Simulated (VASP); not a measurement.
## SrMg2Bi2: single point with LDA

Crystal: SrMg2Bi2.

```xyz
5
Lattice="5.0986 0.0000 0.0000 -2.5493 4.4155 0.0000 0.0000 0.0000 7.1632" Properties=species:S:1:pos:R:3 pbc="T T T"
Sr    0.0000    0.0000    0.0000
Mg    2.5493    1.4718    2.6865
Mg    0.0000    2.9437    4.4767
Bi    2.5493    1.4718    5.3490
Bi    0.0000    2.9437    1.8142
```

This cell differs from its parent crystal: ratio of the length along z to the lengths across it x 0.85, volume and fractional coordinates fixed.

```json
{
  "Program": "VASP 6.6.1",
  "Task": "single point",
  "Functional": "LDA",
  "Potentials or basis": "VASP PAW LDA potentials, release 64 (Sr_sv, Mg, Bi_d)",
  "Cutoff": "520 eV",
  "k mesh": "9 × 9 × 6",
  "Occupations": "gaussian, width 0.03 eV",
  "Spin": "no spin polarisation"
}
```

```
Pressure      : -1.3 GPa
Largest force : 1.009 eV/Å
```

Forces on the atoms (eV/Å):
```
Sr   0.000  0.000  0.000
Mg   0.000  0.000 -0.971
Mg   0.000  0.000  0.971
Bi   0.000  0.000  1.009
Bi   0.000  0.000 -1.009
```

Stress tensor (GPa, compression positive):
```
-4.52  0.00  0.00
 0.00 -4.52  0.00
 0.00  0.00  5.10
```

Levels at points of the mesh, in eV from the Fermi level:
| k point | band 18 | band 19 | band 20 | band 21 | band 22 | band 23 | band 24 | band 25 | band 26 | band 27 |
| --- | --- | --- | --- | --- | --- | --- | --- | --- | --- | --- |
| (0.00, 0.00, 0.00) | -1.62 | -1.62 | -0.23 | -0.23 | -0.12 | 0.12 | 0.49 | 2.32 | 2.32 | 2.73 |
| (0.00, 0.00, 0.50) | -2.27 | -1.12 | -1.12 | -1.02 | -1.02 | 0.73 | 1.31 | 1.95 | 1.95 | 3.71 |

It took 4 min on 1 thread of Intel(R) Xeon(R) Platinum 8259CL CPU @ 2.50GHz (Skylake/Cascade Lake), on a shared host, peak memory 0.44 GiB.

Caveat: the stress differs along the axes, from -5 to 5 GPa; spin-orbit coupling is left out, which moves the levels of the heavy elements; forces of over 1 eV/Å act on the atoms, so gaps and moduli don't describe the material at rest.
